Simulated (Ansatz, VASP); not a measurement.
## CsBe: VASP beside Ansatz

```
CELL_PARAMETERS angstrom
4.47315 0.00000 0.00000
0.00000 4.47315 0.00000
0.00000 0.00000 4.21919
ATOMIC_POSITIONS crystal
Cs 0.50000 0.50000 0.50000
Be 0.00000 0.00000 0.00000
```

Alike in both runs: functional PBE; k mesh 6 × 6 × 4; occupations gaussian, width 0.1 eV; no spin polarisation.

Ansatz relaxed the structure, and its values are those at the end. VASP's run is a single point on that final structure, the one shown.

```csv
,VASP,Ansatz
version,VASP 6.6.1,Ansatz 0.2.0
potentials or method,"VASP PAW PBE potentials, release 64 (Cs_sv, Be), cutoff 520 eV","scalar-relativistic, plane waves, PAW"
valence electrons in the cell,11,11
```

|  | VASP | Ansatz | Ansatz less VASP |
| --- | --- | --- | --- |
| gap on the k mesh at the Fermi level (eV) | none | none | - |
| pressure (GPa) | 0.1 | 0.1 | 0.00 |

A gap of «none» marks a metal or a gap that the smearing closes.

The k mesh is coarse, so the values compare programs but aren't converged. Neither program's run includes spin-orbit coupling.
